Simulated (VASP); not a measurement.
Crystal: Hf.

```xyz
2
Lattice="3.1967 0.0000 0.0000 -1.5983 2.7684 0.0000 0.0000 0.0000 5.0578" Properties=species:S:1:pos:R:3 pbc="T T T"
Hf    0.0000    1.8456    1.2645
Hf    1.5984    0.9228    3.7934
```

Base run:

| Quantity | Value |
| --- | --- |
| Program | VASP 6.6.1 |
| Functional | LDA |
| Potentials or basis | VASP PAW LDA potentials, release 64 (Hf_pv) |
| Cutoff | 520 eV |
| k mesh | 12 × 12 × 7 |
| Occupations | fermi-dirac, width 0.05 eV |
| Spin | collinear spin, ferromagnetic start |
| Starting moments | [1.6, 1.6] μB |
| Fixed moment | 3.2 μB |

Its results: pressure -0.9 GPa; site moments Hf +1.11 μB.

Task: After a change of settings the same cell gave: pressure -5.3 GPa; site moments Hf +0.63 μB. Which change was it?
A. fixed moment from 3.2 μB to 0.8 μB; moments at the start from [1.6, 1.6] to [0.4, 0.4]
B. fixed moment from 3.2 μB to 2.4 μB; moments at the start from [1.6, 1.6] to [1.2, 1.2]
C. fixed moment from 3.2 μB to 1.8 μB; moments at the start from [1.6, 1.6] to [0.9, 0.9]

Result: C.

Caveats: the total moment is fixed, so each spin has its own Fermi level.
